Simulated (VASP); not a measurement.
# MgS: relaxation of cell and atoms with PBE

MgS:

```xyz
4
Lattice="0.0002 2.8809 2.7707 2.8654 2.8803 0.0008 -2.8247 5.7191 -2.7281" Properties=species:S:1:pos:R:3 pbc="T T T"
Mg   -2.8110    5.7762   -2.7752
Mg   -0.0292    5.7414    0.0090
S    -1.3660    7.0813   -1.2544
S     1.4528    7.2109    1.3686
```

```json
{
  "Program": "VASP 6.6.1",
  "Task": "relaxation of cell and atoms",
  "Functional": "PBE",
  "Potentials or basis": "VASP PAW PBE potentials, release 64 (Mg, S)",
  "Cutoff": "600 eV",
  "k mesh": "6 × 6 × 6",
  "Occupations": "gaussian, width 0.1 eV",
  "Spin": "no spin polarisation",
  "Dipole correction": "no",
  "Further INCAR settings": "ALGO = Normal; EDIFF = 1e-06; IBRION = 2; EDIFFG = -0.025; NSW = 80; ISIF = 3"
}
```

```json
{
  "Relaxed volume": "23.06 Å³/atom",
  "Relaxed cell": "a = 4.026 Å, b = 4.030 Å, c = 6.973 Å, α = 73.22°, β = 73.06°, γ = 59.94°",
  "Space group after relaxing (to 0.1 Å)": "F-43m (No. 216)",
  "Energy gained by relaxing": "44.9 meV/atom",
  "Ionic steps": "11",
  "Pressure after relaxing": "0.0 GPa",
  "Largest force after relaxing": "0.022 eV/Å",
  "Band gap on the k mesh": "3.37 eV"
}
```

Forces on the atoms (eV/Å):
```
Mg  -0.001  0.003 -0.010
Mg   0.018  0.011 -0.007
S   -0.003 -0.009  0.005
S   -0.014 -0.006  0.012
```

Stress tensor (GPa, compression positive):
```
-0.02  0.03 -0.02
 0.03 -0.02 -0.06
-0.02 -0.06  0.04
```

Step by step:
```tsv
step	energy change (eV)	largest force (eV/Å)	pressure (GPa)	volume (Å³)
1	0.0000	1.7304	1.80	90.46
2	-0.1384	0.3618	-0.83	93.78
3	-0.1394	0.4097	-0.67	93.47
4	-0.1661	0.2161	-0.17	92.53
5	-0.1748	0.0970	0.38	91.61
6	-0.1774	0.0668	-0.06	92.33
7	-0.1776	0.0736	-0.18	92.54
8	-0.1788	0.0392	-0.08	92.37
9	-0.1792	0.0459	0.02	92.22
10	-0.1796	0.0254	0.01	92.24
11	-0.1797	0.0224	0.00	92.25
```

Final structure:
```
CELL_PARAMETERS angstrom
-0.00072 2.85124 2.84190
2.84957 2.84962 0.00110
-2.84861 5.69644 -2.83800
ATOMIC_POSITIONS crystal
Mg 0.00101 0.00079 0.99980
Mg 0.49933 0.49881 0.49993
S 0.37579 0.37573 0.87517
S 0.87387 0.87466 0.37510
```

Levels at points of the mesh, in eV from the valence-band top:
| k point | band 5 | band 6 | band 7 | band 8 | band 9 | band 10 | band 11 | band 12 |
| --- | --- | --- | --- | --- | --- | --- | --- | --- |
| (0.00, 0.00, 0.00) | -0.32 | -0.01 | -0.01 | 0.00 | 3.37 | 5.04 | 7.59 | 7.62 |
| (0.50, 0.00, 0.00) | -1.30 | -1.29 | -0.71 | -0.71 | 5.19 | 5.19 | 6.90 | 6.93 |
| (0.00, 0.50, 0.00) | -1.30 | -1.29 | -0.70 | -0.70 | 5.19 | 5.20 | 6.92 | 6.94 |
| (0.50, 0.50, 0.00) | -1.02 | -1.01 | -0.33 | -0.32 | 3.89 | 5.05 | 5.63 | 7.59 |
| (0.00, 0.00, 0.50) | -0.19 | -0.18 | -0.18 | -0.17 | 4.88 | 4.88 | 7.72 | 7.72 |
| (0.50, 0.00, 0.50) | -1.03 | -1.03 | -0.34 | -0.32 | 3.89 | 5.05 | 5.60 | 7.60 |
| (0.00, 0.50, 0.50) | -1.02 | -1.01 | -0.33 | -0.32 | 3.89 | 5.05 | 5.63 | 7.59 |
| (0.50, 0.50, 0.50) | -1.30 | -1.29 | -0.70 | -0.70 | 5.19 | 5.20 | 6.91 | 6.95 |

Wall time 5.1 min on 1 thread of Intel(R) Xeon(R) 6975P-C (Granite Rapids), with other jobs on the host, peak memory 0.34 GiB.

A k mesh can miss the band edges.
